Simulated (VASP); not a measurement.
# SiC (Moissanite 3C) (F-43m) in VASP: settings compared, part 2 of 2

VASP 6.6.1.

## (3) Single point, RPBE

This run uses another cell than the first one, of 10.66 Å³/atom, 1.015 times its volume.

Contents of INCAR:

```
PREC = Accurate ; ENCUT = 600
EDIFF = 1E-6 ; ISMEAR = -1
SIGMA = 0.05 ; LREAL = F
LASPH = T ; NELM = 120
ALGO = Normal ; ISIF = 2
LWAVE = F ; LCHARG = F
GGA = RP ; NBANDS = 11
GGA_COMPAT = F
```

Contents of KPOINTS:

```
regular mesh
0
Gamma
  10 10 10
```

Contents of POSCAR:

```
SiC
1.0
    0.0000000000      2.2009214776      2.2009214776
    2.2009214776      0.0000000000      2.2009214776
    2.2009214776      2.2009214776      0.0000000000
Si C
1 1
Direct
    0.0000000000      0.0000000000      0.0000000000
    0.7500000000      0.7500000000      0.7500000000
```

Potentials or basis: VASP PAW PBE potentials, release 64 (Si, C).

The run is started by

```console
> cat potpaw_PBE.64/Si/POTCAR potpaw_PBE.64/C/POTCAR > POTCAR
> mpirun -np 1 vasp_std > vasp.out
```

OUTCAR:

```text
PREC = Accurate
   ENCUT = 600
   EDIFF = 1E-6
   ISMEAR = -1
   LREAL = F
   LASPH = T
   NELM = 120
   ISIF = 2
   GGA = RP

 ion  position               nearest neighbor table
   1  0.000  0.000  0.000-   2 1.91   2 1.91   2 1.91   2 1.91
   2  0.750  0.750  0.750-   1 1.91   1 1.91   1 1.91   1 1.91

  LATTYP: Found a face centered cubic cell.
 ALAT       =     4.4018429552

  Lattice vectors:

 A1 = (   0.0000000000,   2.2009214776,   2.2009214776)
 A2 = (   2.2009214776,   0.0000000000,   2.2009214776)
 A3 = (   2.2009214776,   2.2009214776,   0.0000000000)

Analysis of symmetry for initial positions (statically):
=====================================================================
 Subroutine PRICEL returns:
 Original cell was already a primitive cell.

 Routine SETGRP: Setting up the symmetry group for a
 face centered cubic supercell.

 Subroutine GETGRP returns: Found 24 space group operations
 (whereof 24 operations were pure point group operations)
 out of a pool of 48 trial point group operations.

[... 163 lines left out ...]

 val. band max:        7.8602861906   @ k =   0.0000   0.0000   0.0000
 cond. band min:       9.2548673884   @ k =   0.5000   0.5000   0.0000
 fundamental gap:      1.3945811978
 Fermi energy:         8.5766079507

 k-point     1 :       0.0000    0.0000    0.0000
  band No.  band energies     occupation
      1      -7.3265      2.00000
      2       7.8603      2.00000
      3       7.8603      2.00000
      4       7.8603      2.00000
      5      13.7587      0.00000
      6      15.0101      0.00000
      7      15.0101      0.00000
      8      15.0101      0.00000
      9      22.1356      0.00000
     10      22.1356      0.00000
     11      24.0733      0.00000
[... 309 lines left out ...]
 k-point    24 :       0.4000    0.3000    0.0000
  band No.  band energies     occupation
      1      -4.2747      2.00000
      2       2.3120      2.00000
      3       4.7808      2.00000
      4       5.2915      2.00000
      5      10.7265      0.00000
      6      13.4153      0.00000
      7      19.2249      0.00000
      8      19.5624      0.00000
      9      21.3667      0.00000
     10      25.6250      0.00000
     11      28.6976      0.00000

 [... further k-points ...]
[... 5 lines left out ...]
  --------------------------------------------------------------------------------------
  -------------------------------------------------------------------------------------
  Total       -0.0829757     -0.0829757     -0.0829757     -0.0000000     -0.0000000      0.0000000
  in kB       -6.2347355     -6.2347355     -6.2347355     -0.0000000     -0.0000000      0.0000000
  external PRESSURE =      -6.2347355 kB  Pullay stress =       0.0000000 kB

 VOLUME and BASIS-vectors are now :
 -----------------------------------------------------------------------------
  energy-cutoff  :      600.00
  volume of cell :       21.32
      direct lattice vectors                 reciprocal lattice vectors
     0.000000000  2.200921478  2.200921478    -0.227177573  0.227177573  0.227177573
     2.200921478  0.000000000  2.200921478     0.227177573 -0.227177573  0.227177573
     2.200921478  2.200921478  0.000000000     0.227177573  0.227177573 -0.227177573

 POSITION                                       TOTAL-FORCE (eV/Angst)
 -----------------------------------------------------------------------------------
      0.00000      0.00000      0.00000        -0.000000     -0.000000     -0.000000
      3.30138      3.30138      3.30138         0.000000      0.000000      0.000000
 -----------------------------------------------------------------------------------
    total drift:                                0.000000      0.000000      0.000000

  FREE ENERGIE OF THE ION-ELECTRON SYSTEM (eV)
  ---------------------------------------------------
  free  energy   TOTEN  =       -14.3264352547 eV

  energy  without entropy=      -14.3264352427  energy(sigma->0) =      -14.32643525
```

Wall time 11 s (1 thread of Intel Xeon 6975P-C, shared host); peak memory 0.15 GiB.

What came out:

```
Free energy            : -14.3264 eV
Pressure               : -0.6 GPa
Band gap on the k mesh : 1.39 eV, indirect (least direct gap 4.51 eV)
```

Caveat: the PAW data sets were made with another functional, which shifts forces and pressure a little.

## (4) Single point, BLYP

This run uses another cell than the first one, of 10.74 Å³/atom, 1.022 times its volume.

Contents of INCAR:

```
PREC = Accurate
ENCUT = 600
EDIFF = 1E-6
ISMEAR = -1
SIGMA = 0.05
LREAL = F
LASPH = T
NELM = 120
ALGO = Normal
ISIF = 2
LWAVE = F
LCHARG = F
GGA = B5
ALDAX = 1.0
AGGAX = 1.0
AGGAC = 1.0
ALDAC = 0.0
NBANDS = 11
GGA_COMPAT = F
```

KPOINTS is that of step 3.

Contents of POSCAR:

```
SiC
1.0
    0.0000000000      2.2061051011      2.2061051011
    2.2061051011      0.0000000000      2.2061051011
    2.2061051011      2.2061051011      0.0000000000
Si C
1 1
Direct
    0.0000000000      0.0000000000      0.0000000000
    0.7500000000      0.7500000000      0.7500000000
```

The run is started by

```console
> cat potpaw_PBE.64/Si/POTCAR potpaw_PBE.64/C/POTCAR > POTCAR
> mpirun -np 1 vasp_std > vasp.out
```

Wall time 21 s (1 thread of Intel Xeon 6975P-C, shared host); peak memory 0.15 GiB.

The run converged. Its results:

```
Free energy            : -13.6685 eV
Pressure               : 0.4 GPa
Band gap on the k mesh : 1.73 eV, indirect (least direct gap 4.79 eV)
```

Levels at points of the mesh, in eV from the valence-band top:
| k point | band 2 | band 3 | band 4 | band 5 | band 6 | band 7 |
| --- | --- | --- | --- | --- | --- | --- |
| (0.00, 0.00, 0.00) | 0.00 | 0.00 | 0.00 | 5.97 | 7.13 | 7.13 |
| (0.50, 0.00, 0.00) | -8.18 | -1.04 | -1.04 | 5.22 | 7.25 | 7.25 |
| (0.50, 0.50, 0.00) | -7.61 | -3.06 | -3.06 | 1.73 | 4.40 | 13.65 |

Caveat: the PAW data sets were made with another functional, which shifts forces and pressure a little.

## (5) Overview

| level | cell | gap on the mesh (eV) | pressure (GPa) |
| --- | --- | --- | --- |
| PBE | a = 3.097 Å, angles 60.0°, 2 atoms | 1.37 | -0.2 |
| RPBE | a = 3.113 Å, angles 60.0°, 2 atoms | 1.39 | -0.6 |
| BLYP | a = 3.120 Å, angles 60.0°, 2 atoms | 1.73 | 0.4 |

Alike in all rows: task single point; potentials or basis VASP PAW PBE potentials, release 64 (Si, C); no spin polarisation; k mesh 10 × 10 × 10; cutoff (eV) 600; smearing fermi-dirac 0.05 eV.

Caveats: the PAW data sets were made with another functional, which shifts forces and pressure a little (some runs).

Total energies depend on the potentials used, so only differences within one code and one set of settings carry meaning.

## (6) Against experiment

Step 2. Against the measured gap of SiC, 2.4 eV (indirect; quoted in “Insight into the structural, elastic and electronic properties of a new orthorhombic 6O-SiC polytype”, 2020, pmc:7200658), the calculated 1.37 eV is off by -1.03 eV. The value is that of PBE on a finite k mesh, which can miss the band edges, without temperature or zero-point motion. Semilocal functionals fall short of measured gaps as a rule.

Step 3. Measured gap of SiC: 2.4 eV (indirect; quoted in “Insight into the structural, elastic and electronic properties of a new orthorhombic 6O-SiC polytype”, 2020, pmc:7200658). This calculation gives 1.39 eV (-1.01 eV). The value is that of RPBE on a finite k mesh, which can miss the band edges, without temperature or zero-point motion. Semilocal functionals fall short of measured gaps as a rule.

Step 4. Measured gap of SiC: 2.4 eV (indirect; quoted in “Insight into the structural, elastic and electronic properties of a new orthorhombic 6O-SiC polytype”, 2020, pmc:7200658). This calculation gives 1.73 eV (-0.67 eV). The value is that of BLYP on a finite k mesh, which can miss the band edges, without temperature or zero-point motion. Semilocal functionals fall short of measured gaps as a rule.
